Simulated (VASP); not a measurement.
# Ta27N26 (a cell with a defect) in VASP: a series of runs

Runs on Ta27N26 (a cell with a defect). Level: PBE. Tasks: single point.

Program: VASP 6.6.1. These are calculated values, not measurements. Logs are shortened: lines on timing, memory, paths and dates and some standing lists are left out, and cuts for length are marked.

**1. The cell of the first run**

The cell holds a defect, 53 atoms: a = 9.000 Å, b = 9.000 Å, c = 8.733 Å, α = 90.00°, β = 90.00°, γ = 120.00°.

**2. Single point, PBE, collinear spin**

Contents of INCAR:

```
PREC     = Accurate       # precision mode
ENCUT    = 520            # plane-wave cutoff, eV
EDIFF    = 1E-6           # SCF threshold, eV
ISMEAR   = 0              # smearing method
SIGMA    = 0.05           # smearing width, eV
LREAL    = Auto         
LASPH    = T              # aspherical terms in the spheres
NELM     = 150            # most SCF steps
ALGO     = Normal         # electronic algorithm
ISIF     = 2              # what is computed and relaxed
LWAVE    = F              # write WAVECAR
LCHARG   = F              # write CHGCAR
ISPIN    = 2              # spin polarisation
MAGMOM   = 0 0 0 0 0 0 0.2 0 0.2 0.2 0 0.2 0 0 0 0 0 0 0.2 0 0 0 0 0 0 0 0 0 0 0 0 0 0 0 0 0 0 0 0 0 0 0 0 0 0 0 0 0 0 0 0 0 0 # initial moments
LORBIT   = 11             # projections on sites
LMAXMIX  = 4              # l up to which the mixer works
GGA      = PE             # functional
NBANDS   = 250            # bands
LUSENCCL = F
```

Contents of KPOINTS:

```
Automatic mesh
0
Gamma
  3 3 2
```

Contents of POSCAR:

```
Ta27N26
1.0
    7.7940000000      4.4998680000      0.0000000000
   -7.7940000000      4.4998680000      0.0000000000
    0.0000000000      0.0000000000      8.7330000000
Ta N
27 26
Direct
    0.3323793037      0.3326843888      0.1660938793
    0.3327150451      0.3339081422      0.4998112480
    0.3323738766      0.3326741528      0.8335214230
    0.6676544488      0.0006321357      0.1658452590
    0.6678191895      0.0001784560      0.4998068740
    0.6676509522      0.0006217279      0.8337631271
   -0.0000730302      0.6684671514      0.1672075440
    0.0002815771      0.6661070482      0.4997975752
   -0.0001234114      0.6684139638      0.8323628949
    0.3317885015      1.0002933404      0.1672716930
    0.3340727004      0.9998942732      0.4998123599
    0.3317550226      1.0002594354      0.8323804166
    0.6674937056      0.6677990901      0.1660847456
    0.6662720911      0.6674653029      0.4997954256
    0.6674807303      0.6677921528      0.8335088752
   -0.0004321345      0.3325677620      0.1658474210
    0.0000115289      0.3323811352      0.4998048838
   -0.0004263666      0.3325640380      0.8337584628
    0.0084159265     -0.0082725473     -0.0001963872
    0.0020304562     -0.0018244701      0.3317508690
    0.0020253984     -0.0018427061      0.6678654528
    0.3308611243      0.6693239977     -0.0001998489
    0.3324878065      0.6676990671      0.3324867895
    0.3324885326      0.6677011777      0.6671176806
    0.6654168996      0.3347308434     -0.0001875470
    0.6660167211      0.3341677946      0.3329432048
    0.6660174454      0.3341611854      0.6666647856
    0.1330062471      0.8671948223      0.3372986348
    0.1330022924      0.8671737320      0.6623098607
    0.4636092238      0.5365493547     -0.0001965584
    0.4635176999      0.5366743265      0.3327273878
    0.4635164298      0.5366662746      0.6668885262
    0.7965218432      0.2036829557     -0.0001943083
    0.7973883622      0.2028241932      0.3330616884
    0.7973886788      0.2028105618      0.6665461501
    0.4013651986      0.1999949871     -0.0001868903
    0.4043514210      0.2030862765      0.3339678700
    0.4043502509      0.2030660434      0.6656679278
    0.7439971640      0.8729297685     -0.0001923279
    0.7395413719      0.8698063158      0.3327413926
    0.7395314589      0.8698028181      0.6668661528
    0.0687090305      0.5373933786     -0.0002016681
    0.0704583383      0.5342507810      0.3332876396
    0.0704661663      0.5342372854      0.6663047010
    0.1272616379      0.2561968224     -0.0001933601
    0.1303801989      0.2606591259      0.3327308675
    0.1303777088      0.2606475755      0.6668775699
    0.4628117150      0.9314703750     -0.0001858463
    0.4659666609      0.9297370689      0.3333017677
    0.4659504147      0.9297350653      0.6663210435
    0.8001319706      0.5987634519     -0.0002065423
    0.7971266933      0.5958392116      0.3339169355
    0.7971036012      0.5958347904      0.6656612163
```

Potentials or basis: VASP PAW PBE potentials, release 64 (Ta_pv, N).

Command:

```bash
> cat potpaw_PBE.64/Ta_pv/POTCAR potpaw_PBE.64/N/POTCAR > POTCAR
> mpirun -np 1 vasp_std > vasp.out
```

OUTCAR:

```text
PREC = Accurate
   ENCUT = 520
   EDIFF = 1E-6
   ISMEAR = 0
   LREAL = Auto
   LASPH = T
   NELM = 150
   ISIF = 2
   ISPIN = 2
   LORBIT = 11
   GGA = PE

 ion  position               nearest neighbor table
   1  0.332  0.333  0.166-  36 2.16  46 2.16  37 2.16  30 2.17  31 2.17  45 2.17   3 2.90   2 2.91
                            10 2.99  16 2.99  13 3.02  25 3.32  20 3.32  19 3.33  26 3.33  23 3.35
   2  0.333  0.334  0.500-  37 2.16  38 2.16  47 2.16  46 2.16  32 2.17  31 2.17   3 2.91   1 2.91
                            17 2.99  14 3.00  11 3.01  27 3.33  26 3.33  20 3.34  21 3.34  24 3.34
   3  0.332  0.333  0.834-  36 2.16  47 2.16  38 2.16  30 2.17  32 2.17  45 2.17   1 2.90   2 2.91
                            12 2.99  18 2.99  15 3.02  25 3.32  21 3.32  19 3.33  27 3.33  24 3.35
   4  0.668  0.001  0.166-  33 2.16  49 2.16  34 2.16  39 2.16  40 2.17  48 2.18   6 2.90   5 2.92
                            16 2.99  13 2.99  10 3.02  22 3.34  23 3.34  26 3.34  25 3.35  20 3.35
   5  0.668  0.000  0.500-  49 2.16  50 2.16  41 2.16  35 2.16  40 2.16  34 2.16   6 2.92   4 2.92
                            14 2.99  17 2.99  11 3.00  24 3.34  23 3.34  27 3.35  26 3.35  20 3.35
   6  0.668  0.001  0.834-  33 2.16  35 2.16  50 2.16  39 2.16  41 2.17  48 2.18   4 2.90   5 2.92
                            18 2.99  15 2.99  12 3.02  22 3.34  24 3.34  27 3.34  25 3.35  21 3.35
   7  1.000  0.668  0.167-  51 2.15  42 2.15  52 2.16  28 2.17  43 2.18   8 2.90   9 2.92  10 2.99
                            13 2.99  16 3.02  19 3.22  20 3.29  22 3.31  23 3.33  26 3.34  25 3.34
   8  0.000  0.666  0.500-  29 2.13  28 2.13  43 2.16  44 2.16  52 2.16  53 2.16   9 2.90   7 2.90
                            17 3.00  11 3.00  14 3.01  23 3.32  24 3.32  21 3.32  20 3.32  26 3.33
   9  1.000  0.668  0.832-  51 2.15  42 2.15  53 2.16  29 2.17  44 2.18   8 2.90   7 2.92  12 2.99
[... 61 lines left out ...]
  52  0.797  0.596  0.334-  26 2.04  14 2.16  13 2.16   7 2.16   8 2.16
  53  0.797  0.596  0.666-  27 2.04  14 2.16   9 2.16  15 2.16   8 2.16

  LATTYP: Found a hexagonal cell.
 ALAT       =     8.9997359971
 C/A-ratio  =     0.9703617976

  Lattice vectors:

 A1 = (   7.7940000000,   4.4998680000,   0.0000000000)
 A2 = (  -7.7940000000,   4.4998680000,   0.0000000000)
 A3 = (   0.0000000000,   0.0000000000,   8.7330000000)

Analysis of symmetry for initial positions (statically):
=====================================================================
 Subroutine PRICEL returns:
 Original cell was already a primitive cell.

 Routine SETGRP: Setting up the symmetry group for a
 hexagonal supercell.

 Subroutine GETGRP returns: Found  1 space group operations
 (whereof  1 operations were pure point group operations)
 out of a pool of 24 trial point group operations.

The static configuration has the point symmetry C_1 .

Analysis of symmetry for dynamics (positions and initial velocities):
[... 263 lines left out ...]
 val. band max:        8.0526362464   @ k =   0.3333   0.0000   0.0000
 cond. band min:       8.0894142671   @ k =  -0.3333   0.3333   0.5000
 fundamental gap:      0.0367780207
 Fermi energy:         8.0854048062

 spin component 1

 k-point     1 :       0.0000    0.0000    0.0000
  band No.  band energies     occupation
      1     -28.1556      1.00000
      2     -28.1520      1.00000
      3     -28.1038      1.00000
      4     -28.0996      1.00000
      5     -28.0977      1.00000
      6     -28.0961      1.00000
[... 2269 lines left out ...]
    224       9.1646      0.00000
    225       9.2053      0.00000
 Fermi energy:         8.0854048062

 spin component 2

 k-point     1 :       0.0000    0.0000    0.0000
  band No.  band energies     occupation
      1     -28.1556      1.00000
      2     -28.1520      1.00000
      3     -28.1038      1.00000
      4     -28.0996      1.00000
      5     -28.0976      1.00000
      6     -28.0961      1.00000
[... 2269 lines left out ...]
    224       9.1647      0.00000
    225       9.2054      0.00000
 [bands above 225 left out]

------------------------ aborting loop because EDIFF is reached ----------------------------------------

  FORCE on cell =-STRESS in cart. coord.  units (eV):
  Direction    XX          YY          ZZ          XY          YZ          ZX
  --------------------------------------------------------------------------------------
  -------------------------------------------------------------------------------------
  Total       13.8698987     15.3090167     18.9409977      0.0074562      0.0095247     -0.0008848
  in kB       36.2769061     40.0409385     49.5404335      0.0195017      0.0249121     -0.0023143
  external PRESSURE =      41.9527594 kB  Pullay stress =       0.0000000 kB

 VOLUME and BASIS-vectors are now :
 -----------------------------------------------------------------------------
  energy-cutoff  :      520.00
  volume of cell :      612.57
      direct lattice vectors                 reciprocal lattice vectors
     7.794000000  4.499868000  0.000000000     0.064151912  0.111114370 -0.000000000
    -7.794000000  4.499868000  0.000000000    -0.064151912  0.111114370  0.000000000
     0.000000000  0.000000000  8.733000000     0.000000000 -0.000000000  0.114508187

 POSITION                                       TOTAL-FORCE (eV/Angst)
 -----------------------------------------------------------------------------------
     -0.00238      2.99270      1.45050        -0.000127      0.002508     -0.002841
     -0.00930      2.99972      4.36485        -0.000818      0.003732      0.000060
     -0.00234      2.99263      7.27914         0.000485      0.002772      0.003057
      5.19877      3.00720      1.44833        -0.001476     -0.001324     -0.000233
      5.20359      3.00590      4.36481         0.000610      0.001614     -0.000184
      5.19883      3.00714      7.28125        -0.003042     -0.000915      0.001203
[... 45 lines left out ...]
      1.56883      6.26816      2.91610        -0.003377      0.007923      0.004081
      1.56869      6.26804      5.81322        -0.001486      0.007922     -0.003850
 -----------------------------------------------------------------------------------
    total drift:                                0.004671     -0.001493      0.003841

  FREE ENERGIE OF THE ION-ELECTRON SYSTEM (eV)
  ---------------------------------------------------
  free  energy   TOTEN  =      -595.7377424736 eV

  energy  without entropy=     -595.7194250819  energy(sigma->0) =     -595.72858378

 total charge

# of ion       s       p       d       tot
------------------------------------------
    1        0.295   6.264   2.377   8.937
    2        0.295   6.265   2.382   8.943
    3        0.295   6.264   2.377   8.937
    4        0.294   6.261   2.380   8.935
    5        0.296   6.265   2.380   8.941
    6        0.294   6.261   2.380   8.935
[... 45 lines left out ...]
   52        1.240   2.564   0.000   3.804
   53        1.240   2.564   0.000   3.804
--------------------------------------------------
tot         40.579 235.216  64.486 340.281

 magnetization (x)

# of ion       s       p       d       tot
------------------------------------------
    1        0.000  -0.000  -0.000  -0.000
    2        0.000   0.000   0.000   0.000
    3        0.000  -0.000  -0.000  -0.000
    4        0.000   0.000   0.000   0.000
    5        0.000   0.000   0.000   0.000
    6        0.000   0.000   0.000   0.000
[... 45 lines left out ...]
   52       -0.000  -0.000   0.000  -0.000
   53       -0.000  -0.000   0.000  -0.000
--------------------------------------------------
tot          0.000   0.000   0.001   0.001
```

It took 13 min on 1 × NVIDIA H100 80GB with 1 thread of AMD EPYC 7R13 (Zen 3), shared host; peak memory 2.9 GiB.

Results:

| Item | Value |
| --- | --- |
| Free energy | -595.7377 eV |
| Pressure | 4.2 GPa |
| Largest force | 0.039 eV/Å |
| Net moment | 0.00 μB per cell |
| Valence electrons inside the program's atomic spheres | Ta 8.94, 8.93, 8.96, 8.84, 8.97 (each value once); N 3.81, 3.79, 3.80 (each value once) |

Forces on the atoms (eV/Å):
```
Ta   0.000  0.003 -0.003
Ta  -0.001  0.004  0.000
Ta   0.000  0.003  0.003
Ta  -0.001 -0.001  0.000
Ta   0.001  0.002  0.000
Ta  -0.003 -0.001  0.001
Ta  -0.008  0.017 -0.010
Ta   0.000 -0.003 -0.001
Ta  -0.007  0.020  0.011
Ta  -0.009 -0.020 -0.016
Ta   0.001  0.004  0.000
Ta  -0.009 -0.019  0.013
Ta   0.000 -0.003 -0.003
Ta   0.000 -0.003  0.001
Ta   0.000 -0.002  0.004
Ta  -0.001  0.001 -0.002
Ta   0.001 -0.002 -0.001
Ta  -0.001 -0.001  0.002
Ta   0.039  0.003  0.001
Ta   0.003 -0.001  0.011
Ta   0.002  0.000 -0.011
Ta   0.009  0.000  0.000
Ta   0.001  0.000 -0.003
Ta   0.002  0.000  0.004
Ta  -0.008  0.000 -0.001
Ta   0.003  0.001 -0.003
Ta   0.002  0.000  0.004
N    0.011  0.000 -0.010
N    0.010  0.000  0.011
N   -0.003  0.001 -0.001
N    0.007 -0.001  0.000
N    0.006 -0.001 -0.002
N    0.007  0.000  0.000
N    0.006 -0.001  0.003
N    0.005 -0.001 -0.003
N   -0.002 -0.007  0.000
N   -0.002 -0.009  0.002
N   -0.002 -0.009 -0.002
N    0.000  0.001 -0.001
N   -0.003 -0.004  0.000
N   -0.002 -0.005  0.000
N   -0.004 -0.002  0.000
N   -0.007 -0.007 -0.001
N   -0.009 -0.008  0.001
N    0.000 -0.004  0.000
N   -0.003  0.005  0.002
N   -0.003  0.005 -0.001
N   -0.004  0.003  0.000
N   -0.007  0.007  0.000
N   -0.006  0.008  0.000
N   -0.003  0.010  0.001
N   -0.003  0.008  0.004
N   -0.001  0.008 -0.004
```

Caveat: spin-orbit coupling is left out, which moves the levels of the heavy elements.

**3. Single point, PBE, collinear spin**

Contents of INCAR:

```
PREC = Accurate ; ENCUT = 520
EDIFF = 1E-7 ; ISMEAR = 0
SIGMA = 0.05 ; LREAL = Auto
LASPH = T ; NELM = 150
ALGO = Normal ; ISIF = 2
LWAVE = F ; LCHARG = F
ISPIN = 2 ; MAGMOM = 0 0 0 0 0 0 0.2 0 0.2 0.2 0 0.2 0 0 0 0 0 0 0.2 0 0 0 0 0 0 0 0 0 0 0 0 0 0 0 0 0 0 0 0 0 0 0 0 0 0 0 0 0 0 0 0 0 0
LORBIT = 11 ; LMAXMIX = 4
GGA = PE ; NELECT = 426.0
NBANDS = 250 ; LUSENCCL = F
```

KPOINTS is that of step 2.

POSCAR is that of step 2.

Potentials or basis: VASP PAW PBE potentials, release 64 (Ta_pv, N).

Command:

```bash
> cat potpaw_PBE.64/Ta_pv/POTCAR potpaw_PBE.64/N/POTCAR > POTCAR
> mpirun -np 1 vasp_std > vasp.out
```

It took 17 min on 1 × NVIDIA H100 80GB with 1 thread of AMD EPYC 7R13 (Zen 3), shared host; peak memory 2.9 GiB.

The run converged. Its results:

- Free energy: -603.7856 eV
- Largest force: 0.222 eV/Å
- Net moment: 0.00 μB per cell
- Valence electrons inside the program's atomic spheres: Ta 8.92, 8.93, 8.90, 8.94, 8.91, 8.82, 8.95 (each value once); N 3.81, 3.79, 3.80, 3.78 (each value once)

Forces in eV/Å, atoms in the order of the input:
```
Ta  -0.050  0.053  0.084
Ta  -0.028  0.008  0.000
Ta  -0.049  0.053 -0.083
Ta   0.010 -0.036  0.067
Ta   0.009  0.019  0.000
Ta   0.008 -0.036 -0.066
Ta   0.095  0.014  0.200
Ta  -0.051 -0.030 -0.001
Ta   0.096  0.017 -0.199
Ta   0.094 -0.017  0.194
Ta  -0.050  0.031  0.000
Ta   0.094 -0.016 -0.196
Ta  -0.050 -0.053  0.084
Ta  -0.027 -0.008  0.001
Ta  -0.049 -0.051 -0.082
Ta   0.010  0.036  0.065
Ta   0.010 -0.018 -0.001
Ta   0.010  0.034 -0.065
Ta  -0.108  0.004  0.001
Ta   0.014 -0.001 -0.015
Ta   0.012  0.000  0.014
Ta   0.073  0.000  0.000
Ta   0.052  0.000 -0.007
Ta   0.053  0.000  0.008
Ta   0.035  0.000 -0.001
Ta  -0.005  0.001 -0.041
Ta  -0.006  0.000  0.041
N    0.006  0.000 -0.003
N    0.005  0.000  0.004
N   -0.014  0.001 -0.001
N    0.004 -0.001  0.010
N    0.003 -0.001 -0.012
N   -0.006  0.000  0.000
N    0.006 -0.001  0.010
N    0.004 -0.001 -0.010
N   -0.023 -0.148  0.000
N    0.018 -0.015 -0.007
N    0.017 -0.015  0.007
N    0.008  0.061 -0.001
N    0.009  0.000  0.012
N    0.010  0.000 -0.012
N   -0.061  0.005 -0.001
N   -0.039  0.009 -0.026
N   -0.041  0.008  0.027
N    0.008 -0.064  0.000
N    0.009  0.001  0.014
N    0.009  0.000 -0.013
N   -0.062 -0.004  0.000
N   -0.040 -0.009 -0.026
N   -0.039 -0.008  0.026
N   -0.024  0.151  0.001
N    0.016  0.014 -0.005
N    0.017  0.014  0.005
```

Levels at points of the mesh, in eV from the Fermi level:
Spin up:
| k point | band 209 | band 210 | band 211 | band 212 | band 213 | band 214 | band 215 | band 216 | band 217 | band 218 |
| --- | --- | --- | --- | --- | --- | --- | --- | --- | --- | --- |
| (0.00, 0.00, 0.00) | -1.54 | -1.52 | -0.96 | -0.75 | -0.48 | 0.35 | 0.44 | 0.72 | 0.80 | 0.85 |
| (0.00, 0.00, 0.50) | -1.44 | -1.43 | -1.42 | -1.38 | -0.68 | -0.49 | -0.06 | 0.14 | 0.62 | 1.25 |
Spin down:
```csv
k point,band 210,band 211,band 212,band 213,band 214,band 215,band 216,band 217
"(0.00, 0.00, 0.00)",-1.52,-0.96,-0.75,-0.48,0.35,0.44,0.72,0.80
"(0.00, 0.00, 0.50)",-1.43,-1.42,-1.38,-0.68,-0.49,-0.06,0.14,0.62
```

Caveat: the cell carries a net charge on a neutralising background, which shifts energy and pressure; the cell is charged against a uniform background, so pressure and absolute levels hang on convention; spin-orbit coupling is left out, which moves the levels of the heavy elements.
